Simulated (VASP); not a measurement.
# Mg (P-1) in VASP: notebook, part 2 of 2

VASP 6.6.1.

## 4. Single point, r2SCAN

This run uses another cell than the first one, of 23.98 Å³/atom.

The input, POSCAR:

```
Mg
1.0
    3.2693207754      0.0001001664     -0.0053188353
   -1.6345752463      2.7746791100      0.0113488519
   -0.0086343428      0.0162970716      5.2867920628
Mg
2
Direct
    0.3287800000      0.6679200000      0.2557600000
    0.6667900000      0.3313000000      0.7499600000
```

The input, INCAR.step1:

```
PREC     = Accurate       # precision mode
ENCUT    = 520            # plane-wave cutoff, eV
ISMEAR   = -1             # smearing method
SIGMA    = 0.1            # smearing width, eV
LREAL    = F              # projectors in reciprocal space
LASPH    = T              # aspherical terms in the spheres
NELM     = 100            # most SCF steps
NBANDS   = 9              # bands
GGA      = PE             # functional
ALGO     = Normal         # electronic algorithm
EDIFF    = 1E-4           # SCF threshold, eV
LWAVE    = T              # write WAVECAR
LCHARG   = F              # write CHGCAR
```

The input, INCAR.step2:

```
PREC     = Accurate       # precision mode
ENCUT    = 520            # plane-wave cutoff, eV
EDIFF    = 1E-6           # SCF threshold, eV
ISMEAR   = -1             # smearing method
SIGMA    = 0.1            # smearing width, eV
LREAL    = F              # projectors in reciprocal space
LASPH    = T              # aspherical terms in the spheres
NELM     = 100            # most SCF steps
ALGO     = Normal         # electronic algorithm
ISIF     = 2              # what is computed and relaxed
LWAVE    = F              # write WAVECAR
LCHARG   = F              # write CHGCAR
METAGGA  = R2SCAN         # meta-GGA
LMIXTAU  = T            
NBANDS   = 9              # bands
ISTART   = 1
```

The input, KPOINTS:

```
regular mesh
0
Gamma
  7 7 4
```

Potentials or basis: VASP PAW PBE potentials, release 64 (Mg).

The run is started by

```
$ cat potpaw_PBE.64/Mg/POTCAR > POTCAR
$ cp INCAR.step1 INCAR
$ mpirun -np 1 vasp_std > vasp.out
$ cp INCAR.step2 INCAR
$ mpirun -np 1 vasp_std > vasp.out
```

OUTCAR:

```text
PREC = Accurate
   ENCUT = 520
   EDIFF = 1E-6
   ISMEAR = -1
   LREAL = F
   LASPH = T
   NELM = 100
   ISIF = 2
   METAGGA = R2SCAN
   ISTART = 1

 ion  position               nearest neighbor table
   1  0.329  0.668  0.256-   2 3.21   2 3.21   2 3.22   2 3.24   2 3.26   2 3.29
   2  0.667  0.331  0.750-   1 3.21   1 3.21   1 3.22   1 3.24   1 3.26   1 3.29

  LATTYP: Found a triclinic cell.
 ALAT       =     3.2203740770
 B/A-ratio  =     1.0000491822
 C/A-ratio  =     1.6416801607
 COS(alpha) =     0.0036992733
 COS(beta)  =     0.0070089739
 COS(gamma) =     0.4847094017

  Lattice vectors:

 A1 = (   1.6345752463,  -2.7746791100,  -0.0113488519)
 A2 = (  -1.6347455291,  -2.7747792764,  -0.0060300166)
 A3 = (   0.0086343428,  -0.0162970716,  -5.2867920628)

Analysis of symmetry for initial positions (statically):
=====================================================================
 Subroutine PRICEL returns:
 Original cell was already a primitive cell.

 Routine SETGRP: Setting up the symmetry group for a
 triclinic supercell.

 Subroutine GETGRP returns: Found  2 space group operations
 (whereof  1 operations were pure point group operations)
 out of a pool of  2 trial point group operations.

The static configuration has the point symmetry C_1 .
 The point group associated with its full space group is S_2 .

Analysis of symmetry for dynamics (positions and initial velocities):
=====================================================================
 Subroutine PRICEL returns:
 Original cell was already a primitive cell.

 Routine SETGRP: Setting up the symmetry group for a
 triclinic supercell.

 Subroutine GETGRP returns: Found  2 space group operations
 (whereof  1 operations were pure point group operations)
 out of a pool of  2 trial point group operations.

The dynamic configuration has the point symmetry C_1 .
 The point group associated with its full space group is S_2 .

 Subroutine INISYM returns: Found  2 space group operations
 (whereof  1 operations are pure point group operations),
 and found     1 'primitive' translations

----------------------------------------------------------------------------------------

                                     Primitive cell

  volume of cell :      47.9584

  direct lattice vectors                    reciprocal lattice vectors
     3.269320775  0.000100166 -0.005318835     0.305868320  0.180188555 -0.000055908
    -1.634575246  2.774679110  0.011348852    -0.000012849  0.360399010 -0.001110987
    -0.008634343  0.016297072  5.286792063     0.000307750 -0.000592367  0.189152949

  length of vectors
     3.269325104  3.220374077  5.286824232     0.354997673  0.360400723  0.189154127

  position of ions in fractional coordinates (direct lattice)
     0.328780000  0.667920000  0.255760000
     0.666790000  0.331300000  0.749960000

  ion indices of the primitive-cell ions
   primitive index   ion index
                 1           1
                 2           2

----------------------------------------------------------------------------------------

 KPOINTS: regular mesh
[... 25 lines left out ...]
  0.000000  0.000000  0.000000      1.000000
  0.142857 -0.000000  0.000000      2.000000
  0.285714 -0.000000  0.000000      2.000000
  0.428571 -0.000000  0.000000      2.000000
  0.000000  0.142857  0.000000      2.000000
  0.142857  0.142857  0.000000      2.000000
[... 16 lines left out ...]
 -0.428571  0.428571  0.000000      2.000000
 -0.285714  0.428571  0.000000      2.000000
 [... further k-points ...]
   k-points           NKPTS =     99   k-points in BZ     NKDIM =     99   number of bands    NBANDS=      9
   number of dos      NEDOS =    301   number of ions     NIONS =      2
   total plane-waves  NPLWV =  23040
   dimension x,y,z NGX =    24 NGY =   24 NGZ =   40
   dimension x,y,z NGXF=    48 NGYF=   48 NGZF=   80
   ions per type =               2
   NGX,Y,Z   is equivalent  to a cutoff of  12.20, 12.39, 12.58 a.u.
   NGXF,Y,Z  is equivalent  to a cutoff of  24.41, 24.78, 25.16 a.u.
 SYSTEM =  unknown system
   PREC   = accura    normal or accurate (medium, high low for compatibility)
   ISTART =      1    job   : 0-new  1-cont  2-samecut
   ICHARG =      0    charge: 1-file 2-atom 10-const
   ISPIN  =      1    spin polarized calculation?
   LNONCOLLINEAR =      F non collinear calculations
   LSORBIT =      F    spin-orbit coupling
   LASPH  =      T    aspherical Exc in radial PAW
   ENCUT  =  520.0 eV  38.22 Ry    6.18 a.u.   6.08  5.99  9.83*2*pi/ulx,y,z
   NELM   =    100;   NELMIN=  2; NELMDL=  0     # of ELM steps
   EDIFF  = 0.1E-05   stopping-criterion for ELM
   LREAL  =      F    real-space projection
   EDIFFG = 0.1E-04   stopping-criterion for IOM
   NSW    =      0    number of steps for IOM
   IBRION =     -1    ionic relax: 0-MD 1-quasi-New 2-CG
   NFREE  =      0    steps in history (QN), initial steepest desc. (CG)
   ISIF   =      2    stress and relaxation
   ISYM   =      2    0-nonsym 1-usesym 2-fastsym
   POTIM  = 0.5000    time-step for ionic-motion
   TEBEG  =    0.0;   TEEND  =   0.0 temperature during run
   PSTRESS=    0.0 pullay stress
   NELECT =       4.0000    total number of electrons
   NUPDOWN=      -1.0000    fix difference up-down
   EMIN   =  10.00;   EMAX   =-10.00  energy-range for DOS
   EFERMI =   0.00;   METHOD = LEGACY
   ISMEAR =    -1;   SIGMA  =   0.10  broadening in eV -4-tet -1-fermi 0-gaus
   EFERMI_NEDOS =   21; number of points for ismear=-14 and -15
   IALGO  =     38    algorithm
   IMIX   =      4    mixing-type and parameters
     AMIX     =   0.40;   BMIX     =  1.00
     AMIX_MAG =   1.60;   BMIX_MAG =  1.00
  volume/ion in A,a.u.               =      23.98       161.82
  Fermi-wavevector in a.u.,A,eV,Ry     =   0.715275  1.351674  6.960993  0.511619
  Thomas-Fermi vector in A             =   1.803393
   LORBIT       =      0    0 simple, 1 ext, 2 COOP (PROOUT), +10 PAW based schemes
   METAGGA = R2SCAN    functional components
   LHFCALC =     F    Hartree Fock is set to
   AEXX    =    0.0000 exact exchange contribution
   IVDW    =     0    specifies the selected vdW correction
   LEPSILON=     F    determine dielectric tensor
   LRPA    =     F    only Hartree local field effects (RPA)
 non-spin polarized calculation
  energy-cutoff  :      520.00
  volume of cell :       47.96
 maximum number of plane-waves:      1311
   NGX = 13   NGY = 11   NGZ = 19

 number of electron       4.0000000 magnetization

 Free energy of the ion-electron system (eV)
  ---------------------------------------------------
  ext. energy  EPLUGINS =         0.00000000
  ---------------------------------------------------
  free energy    TOTEN  =        -8.30047396 eV

  energy without entropy =       -8.27448102  energy(sigma->0) =       -8.28747749

 E-fermi :   2.4727     XC(G=0):  -8.9024

 val. band max:        2.4309197062   @ k =  -0.4286   0.4286   0.2500
 cond. band min:       2.4840792051   @ k =   0.1429   0.4286   0.5000
 fundamental gap:      0.0531594989
 Fermi energy:         2.4726643456

 k-point     1 :       0.0000    0.0000    0.0000
  band No.  band energies     occupation
      1      -4.7789      2.00000
      2       0.5598      2.00000
      3       1.1644      2.00000
      4      13.7082      0.00000
      5      13.8306      0.00000
      6      14.1498      0.00000
      7      14.1582      0.00000
      8      14.8144      0.00000
      9      16.5440      0.00000
[... 265 lines left out ...]
 k-point    24 :      -0.2857    0.4286    0.0000
  band No.  band energies     occupation
      1      -1.8829      2.00000
      2       3.1451      0.00240
      3       3.2946      0.00054
      4       4.4017      0.00000
      5       6.7586      0.00000
      6       8.6302      0.00000
      7       9.7744      0.00000
      8      11.7220      0.00000
      9      12.6848      0.00000

 [... further k-points ...]

------------------------ aborting loop because EDIFF is reached ----------------------------------------

  FORCE on cell =-STRESS in cart. coord.  units (eV):
  Direction    XX          YY          ZZ          XY          YZ          ZX
  --------------------------------------------------------------------------------------
  -------------------------------------------------------------------------------------
  Total       -0.9824819     -0.7394705     -0.1920628      0.0133691     -0.0131110      0.0117634
  in kB      -32.8223825    -24.7039502     -6.4163626      0.4466313     -0.4380078      0.3929856
  external PRESSURE =     -21.3142318 kB  Pullay stress =       0.0000000 kB

 VOLUME and BASIS-vectors are now :
 -----------------------------------------------------------------------------
  energy-cutoff  :      520.00
  volume of cell :       47.96
      direct lattice vectors                 reciprocal lattice vectors
     3.269320775  0.000100166 -0.005318835     0.305868320  0.180188555 -0.000055908
    -1.634575246  2.774679110  0.011348852    -0.000012849  0.360399010 -0.001110987
    -0.008634343  0.016297072  5.286792063     0.000307750 -0.000592367  0.189152949

 POSITION                                       TOTAL-FORCE (eV/Angst)
 -----------------------------------------------------------------------------------
     -0.01909      1.85746      1.35798         0.012435     -0.016420     -0.086659
      1.63194      0.93154      3.96510        -0.012435      0.016420      0.086659
 -----------------------------------------------------------------------------------
    total drift:                                0.000093     -0.000170      0.000274

  FREE ENERGIE OF THE ION-ELECTRON SYSTEM (eV)
  ---------------------------------------------------
  free  energy   TOTEN  =        -8.3004739593 eV

  energy  without entropy=       -8.2744810233  energy(sigma->0) =       -8.28747749
```

Run time: 45 s. Hardware: 1 thread of Intel Xeon 6975P-C (Granite Rapids), shared host; peak memory 0.19 GiB.

Results:

```
Free energy            : -8.3005 eV
Pressure               : -2.1 GPa
Largest force          : 0.089 eV/Å
Band gap on the k mesh : zero (bands 2 and 3 overlap by 2.11 eV)
```

Forces on the atoms (eV/Å):
```
Mg   0.012 -0.016 -0.087
Mg  -0.012  0.016  0.087
```

Stress tensor (GPa, compression positive):
```
-3.28  0.04  0.04
 0.04 -2.47 -0.04
 0.04 -0.04 -0.64
```

Levels at points of the mesh, in eV from the Fermi level:
| k point | band 1 | band 2 | band 3 | band 4 | band 5 | band 6 |
| --- | --- | --- | --- | --- | --- | --- |
| (0.00, 0.00, 0.00) | -7.25 | -1.91 | -1.31 | 11.24 | 11.36 | 11.68 |
| (0.00, 0.00, 0.50) | -5.87 | -5.77 | 5.10 | 5.13 | 11.98 | 12.01 |

Caveat: the PAW data sets were made with another functional, which shifts forces and pressure a little.

## 5. Summary

```tsv
cell	gap on the mesh (eV)	pressure (GPa)	largest force (eV/Å)
a = 3.264, b = 3.215, c = 5.278 Å, angles 89.6, 90.2, 120.5°, 2 atoms, atomic positions A	none	-2.0	0.05
a = 3.264, b = 3.215, c = 5.278 Å, angles 89.6, 90.2, 120.5°, 2 atoms, atomic positions B	none	-2.0	0.14
a = 3.269, b = 3.220, c = 5.287 Å, angles 89.6, 90.2, 120.5°, 2 atoms, atomic positions C	none	-2.1	0.09
```

Alike in all rows: task single point; level r2SCAN; potentials or basis VASP PAW PBE potentials, release 64 (Mg); no spin polarisation; k mesh 7 × 7 × 4; cutoff (eV) 520; smearing fermi-dirac 0.1 eV.

Caveats: the PAW data sets were made with another functional, which shifts forces and pressure a little.

Total energies depend on the potentials used, so only differences within one code and one set of settings carry meaning.
